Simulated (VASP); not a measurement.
Wanted: the native input for a VASP 6.6.1 run.

```yaml
Task: single point
Functional: BLYP
Potentials_or_basis: VASP PAW PBE potentials, release 64 (Zr_sv)
Cutoff: 520 eV
k_mesh: 18 × 18 × 10
Occupations: fermi-dirac, width 0.1 eV
Spin: no spin polarisation
Dipole_correction: no
Further_INCAR_settings: ALGO = Normal; EDIFF = 1e-07; NBANDS = 19
```

The structure of Zr lies in POSCAR:

```
Zr
1.0
    3.3516302203      0.0000000000      0.0000000000
   -1.6758151101      2.9025969149      0.0000000000
    0.0000000000      0.0000000000      5.3691793462
Zr
2
Direct
    0.3333333333      0.6666666667      0.2500000000
    0.6666666667      0.3333333333      0.7500000000
```

This cell differs from its parent crystal: volume scaled by 1.08.

These files were run (other wordings do the same):

INCAR

```
PREC = Accurate
ENCUT = 520
EDIFF = 1E-7
ISMEAR = -1
SIGMA = 0.1
LREAL = F
LASPH = T
NELM = 60
ALGO = Normal
ISIF = 2
LWAVE = F
LCHARG = T
GGA = B5
ALDAX = 1.0
AGGAX = 1.0
AGGAC = 1.0
ALDAC = 0.0
LELF = T
LVHAR = T
NBANDS = 19
```

KPOINTS

```
Automatic mesh
0
Gamma
  18 18 10
```

Potentials or basis: VASP PAW PBE potentials, release 64 (Zr_sv).

Launch:

```bash
$ cat potpaw_PBE.64/Zr_sv/POTCAR > POTCAR
$ mpirun -np 1 vasp_std > vasp.out
```

It gave:

```json
{"Pressure": "-5.8 GPa", "Band gap on the k mesh": "zero (band 12 reaches 9.07 eV, above the bottom of band 13 at 7.99 eV)"}
```

Caveat: the PAW data sets were made with another functional, which shifts forces and pressure a little.

Run time: 7.6 min on 1 thread of Intel Xeon 8259CL, on a shared host, peak memory 0.31 GiB.
